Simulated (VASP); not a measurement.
Input of a VASP 6.6.1 run:

INCAR

```
SYSTEM = P
PREC = Accurate
ENCUT = 520
EDIFF = 1E-6
ISMEAR = 0
SIGMA = 0.01
LREAL = .False.
LASPH = .True.
NELM = 80
ALGO = Normal
ISIF = 2
LWAVE = .False.
LCHARG = .True.
GGA = PE
LELF = .True.
LVHAR = .True.
NBANDS = 18
```

The input KPOINTS:

```
regular mesh
0
Gamma
  8 10 6
  0 0 0
```

POSCAR

```
P
1.0
    4.6148441468      0.0000000000      0.0521618831
    0.0000000000      3.3053754043      0.0000000000
   -1.2550151292      0.0000000000      5.9206682729
P
4
Direct
    0.5432010820      0.0000000000      0.8219813266
    0.1334157016      0.5000000000      0.1782272065
    0.4567989180      0.0000000000      0.1780186734
    0.8665842984      0.5000000000      0.8217727935
```

Potentials or basis: VASP PAW PBE potentials, release 64 (P).

Run with:

```console
$ cat potpaw_PBE.64/P/POTCAR > POTCAR
$ mpirun -np 1 vasp_std > vasp.out
```

(1) Predict the band gap on the k mesh.

(2) What does it give for the largest force?

Answers

(1) 0.40 eV.

(2) 0.052 eV/Å.
